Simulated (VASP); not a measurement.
# Sb in VASP: further runs

The runs below take Sb through single point, with PBE.

All numbers are computed with VASP 6.6.1; they aren't measurements. Logs are shortened: lines on timing, memory, paths and dates and some standing lists are left out, and cuts for length are marked.

## (1) The cell of the first run

It takes space group P2_1/m (No. 11, monoclinic). Conventional cell: a = 3.015 Å, b = 4.197 Å, c = 4.254 Å, α = 90.00°, β = 90.51°, γ = 90.00°. Sb (site symmetry m) has 6 Sb at 2.94 to 3.04 Å within 3.9 Å.

## (2) Single point, PBE

INCAR

```
  ALGO = Normal
  EDIFF = 1E-6
  ENCUT = 520
  GGA = PE
  ISIF = 2
  ISMEAR = 0
  LASPH = T
  LCHARG = T
  LELF = T
  LREAL = F
  LVHAR = T
  LWAVE = F
  NBANDS = 12
  NELM = 60
  PREC = Accurate
  SIGMA = 0.05
```

KPOINTS

```
k-points
0
Gamma
  12 8 8
```

POSCAR

```
Sb
1.0
    3.0146459855      0.0000000000      0.0000000000
    0.0000000000      4.1974824784      0.0000000000
   -0.0375720194      0.0000000000      4.2538033361
Sb
2
Direct
    0.9886110000      0.7500000000      0.7588340000
    0.0113890000      0.2500000000      0.2411660000
```

Potentials or basis: VASP PAW PBE potentials, release 64 (Sb).

Started as:

```
> cat potpaw_PBE.64/Sb/POTCAR > POTCAR
> mpirun -np 1 vasp_std > vasp.out
```

OUTCAR:

```text
EDIFF = 1E-6
   ENCUT = 520
   GGA = PE
   ISIF = 2
   ISMEAR = 0
   LASPH = T
   LREAL = F
   NELM = 60
   PREC = Accurate

 ion  position               nearest neighbor table
   1  0.989  0.750  0.759-   2 2.94   2 2.94   2 3.04   2 3.04
   2  0.011  0.250  0.241-   1 2.94   1 2.94   1 3.04   1 3.04

  LATTYP: Found a simple monoclinic cell.
 ALAT       =     3.0146459855
 B/A-ratio  =     1.3923633152
 C/A-ratio  =     1.4111007668
 COS(beta)  =    -0.0088322263

  Lattice vectors:

 A1 = (   3.0146459855,   0.0000000000,   0.0000000000)
 A2 = (   0.0000000000,   4.1974824784,   0.0000000000)
 A3 = (  -0.0375720194,   0.0000000000,   4.2538033361)

Analysis of symmetry for initial positions (statically):
=====================================================================
 Subroutine PRICEL returns:
 Original cell was already a primitive cell.

 Routine SETGRP: Setting up the symmetry group for a
 simple monoclinic supercell.

 Subroutine GETGRP returns: Found  4 space group operations
 (whereof  2 operations were pure point group operations)
 out of a pool of  4 trial point group operations.

The static configuration has the point symmetry S_2 .
 The point group associated with its full space group is C_2h.

Analysis of symmetry for dynamics (positions and initial velocities):
=====================================================================
 Subroutine PRICEL returns:
 Original cell was already a primitive cell.

 Routine SETGRP: Setting up the symmetry group for a
 simple monoclinic supercell.

 Subroutine GETGRP returns: Found  4 space group operations
 (whereof  2 operations were pure point group operations)
 out of a pool of  4 trial point group operations.

The dynamic configuration has the point symmetry S_2 .
 The point group associated with its full space group is C_2h.

 Subroutine INISYM returns: Found  4 space group operations
 (whereof  2 operations are pure point group operations),
 and found     1 'primitive' translations

----------------------------------------------------------------------------------------

                                     Primitive cell

  volume of cell :      53.8273

  direct lattice vectors                    reciprocal lattice vectors
     3.014645986  0.000000000  0.000000000     0.331713908  0.000000000  0.002929887
     0.000000000  4.197482478  0.000000000     0.000000000  0.238238040  0.000000000
    -0.037572019  0.000000000  4.253803336     0.000000000  0.000000000  0.235083741

  length of vectors
     3.014645986  4.197482478  4.253969262     0.331726847  0.238238040  0.235083741

  position of ions in fractional coordinates (direct lattice)
     0.988611000  0.750000000  0.758834000
     0.011389000  0.250000000  0.241166000

  ion indices of the primitive-cell ions
   primitive index   ion index
                 1           1
                 2           2

----------------------------------------------------------------------------------------

 KPOINTS: k-points

Automatic generation of k-mesh.
 Grid dimensions read from file:
 generate k-points for:   12    8    8

 Generating k-lattice:

  Cartesian coordinates                     Fractional coordinates (reciprocal lattice)
     0.027642826  0.000000000  0.000244157     0.083333333  0.000000000 -0.000000000
     0.000000000  0.029779755  0.000000000     0.000000000  0.125000000  0.000000000
     0.000000000  0.000000000  0.029385468     0.000000000  0.000000000  0.125000000

  Length of vectors
     0.027643904  0.029779755  0.029385468

  Shift w.r.t. Gamma in fractional coordinates (k-lattice)
     0.000000000  0.000000000  0.000000000

 Subroutine IBZKPT returns following result:
 ===========================================

 Found    250 irreducible k-points:

 Following reciprocal coordinates:
            Coordinates               Weight
  0.000000  0.000000  0.000000      1.000000
  0.083333  0.000000  0.000000      2.000000
  0.166667  0.000000 -0.000000      2.000000
  0.250000  0.000000  0.000000      2.000000
  0.333333  0.000000  0.000000      2.000000
  0.416667  0.000000  0.000000      2.000000
[... 16 lines left out ...]
  0.083333  0.375000  0.000000      4.000000
  0.166667  0.375000 -0.000000      4.000000
 [... further k-points ...]
   k-points           NKPTS =    250   k-points in BZ     NKDIM =    250   number of bands    NBANDS=     12
   number of dos      NEDOS =    301   number of ions     NIONS =      2
   total plane-waves  NPLWV =  24576
   dimension x,y,z NGX =    24 NGY =   32 NGZ =   32
   dimension x,y,z NGXF=    48 NGYF=   64 NGZF=   64
   ions per type =               2
   NGX,Y,Z   is equivalent  to a cutoff of  13.24, 12.67, 12.51 a.u.
   NGXF,Y,Z  is equivalent  to a cutoff of  26.47, 25.35, 25.01 a.u.
 SYSTEM =  unknown system
   PREC   = accura    normal or accurate (medium, high low for compatibility)
   ISTART =      0    job   : 0-new  1-cont  2-samecut
   ICHARG =      2    charge: 1-file 2-atom 10-const
   ISPIN  =      1    spin polarized calculation?
   LNONCOLLINEAR =      F non collinear calculations
   LSORBIT =      F    spin-orbit coupling
   LASPH  =      T    aspherical Exc in radial PAW
   ENCUT  =  520.0 eV  38.22 Ry    6.18 a.u.   5.61  7.80  7.91*2*pi/ulx,y,z
   NELM   =     60;   NELMIN=  2; NELMDL= -5     # of ELM steps
   EDIFF  = 0.1E-05   stopping-criterion for ELM
   LREAL  =      F    real-space projection
   EDIFFG = 0.1E-04   stopping-criterion for IOM
   NSW    =      0    number of steps for IOM
   IBRION =     -1    ionic relax: 0-MD 1-quasi-New 2-CG
   NFREE  =      0    steps in history (QN), initial steepest desc. (CG)
   ISIF   =      2    stress and relaxation
   ISYM   =      2    0-nonsym 1-usesym 2-fastsym
   POTIM  = 0.5000    time-step for ionic-motion
   TEBEG  =    0.0;   TEEND  =   0.0 temperature during run
   PSTRESS=    0.0 pullay stress
   NELECT =      10.0000    total number of electrons
   NUPDOWN=      -1.0000    fix difference up-down
   EMIN   =  10.00;   EMAX   =-10.00  energy-range for DOS
   EFERMI =   0.00;   METHOD = LEGACY
   ISMEAR =     0;   SIGMA  =   0.05  broadening in eV -4-tet -1-fermi 0-gaus
   EFERMI_NEDOS =   21; number of points for ismear=-14 and -15
   IALGO  =     38    algorithm
   IMIX   =      4    mixing-type and parameters
     AMIX     =   0.40;   BMIX     =  1.00
     AMIX_MAG =   1.60;   BMIX_MAG =  1.00
  volume/ion in A,a.u.               =      26.91       181.62
  Fermi-wavevector in a.u.,A,eV,Ry     =   0.934130  1.765250 11.872427  0.872599
  Thomas-Fermi vector in A             =   2.060903
   LORBIT       =      0    0 simple, 1 ext, 2 COOP (PROOUT), +10 PAW based schemes
   GGA     = PE    functional components
   LHFCALC =     F    Hartree Fock is set to
   AEXX    =    0.0000 exact exchange contribution
   IVDW    =     0    specifies the selected vdW correction
   LEPSILON=     F    determine dielectric tensor
   LRPA    =     F    only Hartree local field effects (RPA)
 non-spin polarized calculation
 Gauss-broadening in eV      SIGMA  =   0.05
  energy-cutoff  :      520.00
  volume of cell :       53.83
 maximum number of plane-waves:      1472
   NGX = 11   NGY = 15   NGZ = 15

 number of electron      10.0000000 magnetization

 number of electron       9.9999999 magnetization

 Free energy of the ion-electron system (eV)
  ---------------------------------------------------
  ext. energy  EPLUGINS =         0.00000000
  ---------------------------------------------------
  free energy    TOTEN  =        -8.02320646 eV

  energy without entropy =       -8.02216737  energy(sigma->0) =       -8.02268692

 E-fermi :   8.5135     XC(G=0): -10.0695

 val. band max:        8.5104463672   @ k =   0.1667   0.1250   0.1250
 cond. band min:       8.5368149187   @ k =  -0.3333   0.0000   0.3750
 fundamental gap:      0.0263685515
 Fermi energy:         8.5134991152

 k-point     1 :       0.0000    0.0000    0.0000
  band No.  band energies     occupation
      1      -4.7423      2.00000
      2       1.2252      2.00000
      3       4.4272      2.00000
      4       4.5750      2.00000
      5      10.2433      0.00000
      6      11.8410      0.00000
      7      12.0955      0.00000
      8      12.2091      0.00000
      9      15.3872      0.00000
     10      15.5995      0.00000
     11      16.7560      0.00000
     12      17.4706      0.00000

 k-point     2 :       0.0833    0.0000    0.0000
  band No.  band energies     occupation
      1      -4.6325      2.00000
      2       1.3384      2.00000
      3       4.5305      2.00000
      4       4.6782      2.00000
      5      10.3435      0.00000
      6      10.5025      0.00000
      7      12.2066      0.00000
      8      12.3189      0.00000
      9      15.6504      0.00000
     10      15.6814      0.00000
     11      16.3795      0.00000
     12      18.0658      0.00000

 k-point     3 :       0.1667    0.0000   -0.0000
  band No.  band energies     occupation
      1      -4.3064      2.00000
      2       1.6783      2.00000
      3       4.8305      2.00000
      4       4.9783      2.00000
      5       8.3006      2.00000
      6      10.6426      0.00000
      7      12.5287      0.00000
      8      12.6378      0.00000
      9      13.6205      0.00000
     10      15.9259      0.00000
     11      17.0129      0.00000
     12      17.8930      0.00000

 k-point     4 :       0.2500    0.0000    0.0000
  band No.  band energies     occupation
      1      -3.7778      2.00000
      2       2.2453      2.00000
      3       5.2925      2.00000
      4       5.4415      2.00000
      5       6.1516      2.00000
      6      11.1327      0.00000
      7      11.4302      0.00000
      8      13.0244      0.00000
      9      13.1379      0.00000
     10      16.1038      0.00000
     11      16.2562      0.00000
     12      16.3366      0.00000

 k-point     5 :       0.3333    0.0000    0.0000
  band No.  band energies     occupation
      1      -3.0881      2.00000
      2       3.0270      2.00000
      3       4.2541      2.00000
      4       5.8500      2.00000
      5       5.9943      2.00000
      6       9.3909      0.00000
      7      11.8012      0.00000
      8      13.6047      0.00000
      9      13.7133      0.00000
     10      14.6166      0.00000
     11      14.7762      0.00000
     12      16.8683      0.00000
[... 228 lines left out ...]
      1      -1.4841      2.00000
      2       2.4494      2.00000
      3       2.6872      2.00000
      4       5.8120      2.00000
      5       7.2118      2.00000
      6       8.3249      2.00000
      7      11.9885      0.00000
      8      12.6260      0.00000
      9      12.9313      0.00000
     10      13.5615      0.00000
     11      15.0886      0.00000
     12      16.4571      0.00000

 k-point    22 :       0.0000    0.3750    0.0000
  band No.  band energies     occupation
      1      -3.5949      2.00000
      2      -1.6563      2.00000
      3       5.8169      2.00000
      4       6.4705      2.00000
      5       8.2175      2.00000
      6       8.6831      0.00000
      7      12.9800      0.00000
      8      14.5757      0.00000
      9      14.7325      0.00000
     10      16.7582      0.00000
     11      18.5317      0.00000
     12      19.9640      0.00000

 k-point    23 :       0.0833    0.3750    0.0000
  band No.  band energies     occupation
      1      -3.4850      2.00000
      2      -1.5459      2.00000
      3       5.9209      2.00000
      4       6.5745      2.00000
      5       8.3226      2.00000
      6       8.7798      0.00000
      7      11.6620      0.00000
      8      13.4163      0.00000
      9      14.7507      0.00000
     10      18.1178      0.00000
     11      19.5450      0.00000
     12      20.0679      0.00000

 k-point    24 :       0.1667    0.3750   -0.0000
  band No.  band energies     occupation
      1      -3.1583      2.00000
      2      -1.2172      2.00000
      3       6.2234      2.00000
      4       6.8732      2.00000
      5       8.6285      0.00114
      6       8.8893      0.00000
      7       9.6879      0.00000
      8      11.3013      0.00000
      9      15.0338      0.00000
     10      18.6358      0.00000
     11      18.9626      0.00000
     12      19.9832      0.00000

 [... further k-points ...]

------------------------ aborting loop because EDIFF is reached ----------------------------------------

  FORCE on cell =-STRESS in cart. coord.  units (eV):
  Direction    XX          YY          ZZ          XY          YZ          ZX
  --------------------------------------------------------------------------------------
  -------------------------------------------------------------------------------------
  Total        2.2163092      3.0651001      2.8922339      0.0000000      0.0000000      0.0330378
  in kB       65.9687597     91.2331406     86.0877541      0.0000000      0.0000000      0.9833749
  external PRESSURE =      81.0965515 kB  Pullay stress =       0.0000000 kB

 VOLUME and BASIS-vectors are now :
 -----------------------------------------------------------------------------
  energy-cutoff  :      520.00
  volume of cell :       53.83
      direct lattice vectors                 reciprocal lattice vectors
     3.014645986  0.000000000  0.000000000     0.331713908  0.000000000  0.002929887
     0.000000000  4.197482478  0.000000000     0.000000000  0.238238040  0.000000000
    -0.037572019  0.000000000  4.253803336     0.000000000  0.000000000  0.235083741

 POSITION                                       TOTAL-FORCE (eV/Angst)
 -----------------------------------------------------------------------------------
      2.95180      3.14811      3.22793         0.020362     -0.000000     -0.292178
      0.02527      1.04937      1.02587        -0.020362      0.000000      0.292178
 -----------------------------------------------------------------------------------
    total drift:                               -0.000000      0.000000      0.000000

  FREE ENERGIE OF THE ION-ELECTRON SYSTEM (eV)
  ---------------------------------------------------
  free  energy   TOTEN  =        -8.0232064641 eV

  energy  without entropy=       -8.0221673703  energy(sigma->0) =       -8.02268692
```

Run time: 53 s. Hardware: 1 thread of Intel Xeon Platinum 8488C (Sapphire Rapids), shared host; peak memory 0.26 GiB.

What came out:

* Free energy: -8.0232 eV
* Pressure: 8.1 GPa
* Largest force: 0.293 eV/Å
* Band gap on the k mesh: zero (bands 5 and 6 overlap by 9.70 eV)

Forces on the atoms (eV/Å):
```
Sb   0.020  0.000 -0.292
Sb  -0.020  0.000  0.292
```

Caveat: the cell stands under pressure; spin-orbit coupling is left out, which moves the levels of the heavy elements.

(Continued in part 2 of 2.)

The gap in the log of VASP goes by the Fermi energy; the results here count the filled bands.